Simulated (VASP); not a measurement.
## Ge: single point with PBE

The system is Ge.

```
CELL_PARAMETERS angstrom
0.00000 2.88000 2.88000
2.88000 0.00000 2.88000
2.88000 2.88000 0.00000
ATOMIC_POSITIONS crystal
Ge 0.00000 0.00000 0.00000
Ge 0.25000 0.25000 0.25000
```

```yaml
Program: VASP 6.6.1
Task: single point
Functional: PBE
Potentials_or_basis: VASP PAW PBE potentials, release 64 (Ge_d)
Cutoff: 520 eV
k_mesh: 8 × 8 × 8
Occupations: fermi-dirac, width 0.1 eV
Spin: no spin polarisation
```

```
Pressure               : 0.1 GPa
Band gap on the k mesh : zero (filled and empty bands touch)
```

Levels at points of the mesh, in eV from the Fermi level:
| k point | band 11 | band 12 | band 13 | band 14 | band 15 | band 16 | band 17 | band 18 |
| --- | --- | --- | --- | --- | --- | --- | --- | --- |
| (0.00, 0.00, 0.00) | -12.33 | -0.40 | 0.04 | 0.04 | 0.04 | 2.57 | 2.57 | 2.57 |
| (0.50, 0.00, 0.00) | -10.37 | -7.32 | -1.28 | -1.28 | 0.07 | 3.76 | 3.76 | 7.14 |
| (0.50, 0.50, 0.00) | -8.65 | -8.65 | -2.85 | -2.85 | 0.86 | 0.86 | 9.12 | 9.12 |

Wall time 12 s on 1 thread of Intel(R) Xeon(R) 6975P-C (Granite Rapids), on a shared host, peak memory 0.17 GiB.
